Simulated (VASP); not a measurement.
Input of a VASP 6.6.1 run:

Contents of INCAR:

```
SYSTEM = Be4CN
PREC = Accurate ; ENCUT = 520
EDIFF = 1E-6 ; ISMEAR = 0
SIGMA = 0.1 ; LREAL = .False.
LASPH = .True. ; NELM = 100
ALGO = Normal ; ISIF = 2
LWAVE = .False. ; LCHARG = .False.
GGA = PE ; NBANDS = 18
```

The input KPOINTS:

```
Automatic mesh
0
Gamma
  6 6 4
  0 0 0
```

POSCAR

```
Be4CN
1.0
    1.9736407596     -2.6088144544      0.0000000000
    1.9736407596      2.6088144544      0.0000000000
    0.0000000000      0.0000000000      4.3421391515
Be C N
4 1 1
Direct
    0.6803827982      0.3196172018      0.0000000000
    0.1876729101      0.8123270899      0.5000000000
    0.8123270899      0.1876729101      0.5000000000
    0.3196172018      0.6803827982      0.0000000000
    0.0000000000      0.0000000000      0.0000000000
    0.5000000000      0.5000000000      0.5000000000
```

Potentials or basis: VASP PAW PBE potentials, release 64 (Be, C, N).

Command:

```sh
$ cat potpaw_PBE.64/Be/POTCAR potpaw_PBE.64/C/POTCAR potpaw_PBE.64/N/POTCAR > POTCAR
$ mpirun -np 1 vasp_std > vasp.out
```

(1) Estimate the pressure.

(2) Predict the largest force.

Answers

(1) 0.0 GPa.

(2) 0.025 eV/Å.

Caveat: the k points lie up to 0.36 Å⁻¹ apart.
